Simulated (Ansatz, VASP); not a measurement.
# One calculation of C, two programs

```
C
1.0
     2.45617    0.00000    0.00000
    -1.22809    2.12711    0.00000
     0.00000    0.00000    8.52380
C
2
Direct
  0.37874 0.69991 0.00000
  0.66667 0.33333 0.00000
```

Alike in both runs: task single point; functional LDA; k mesh 24 × 24 × 6; occupations gaussian, width 0.15 eV; no spin polarisation.

|  | VASP | Ansatz |
| --- | --- | --- |
| version | VASP 6.6.1 | Ansatz 0.2.0 |
| potentials or method | VASP PAW LDA potentials, release 64 (C), cutoff 520 eV | scalar-relativistic, plane waves, PAW |
| valence electrons in the cell | 8 | 8 |

```csv
,VASP,Ansatz,Ansatz less VASP
gap on the k mesh at the Fermi level (eV),0.14,0.14,-0.001
least direct gap on the mesh (eV),0.14,0.14,-0.001
rms of the force components (eV/Å),2.891,2.897,+0.0061
```

LDA's correlation is that of Perdew and Zunger in VASP and of Perdew and Wang (1992) in Ansatz. Atom by atom the forces differ by 0.006 eV/Å (rms over components).
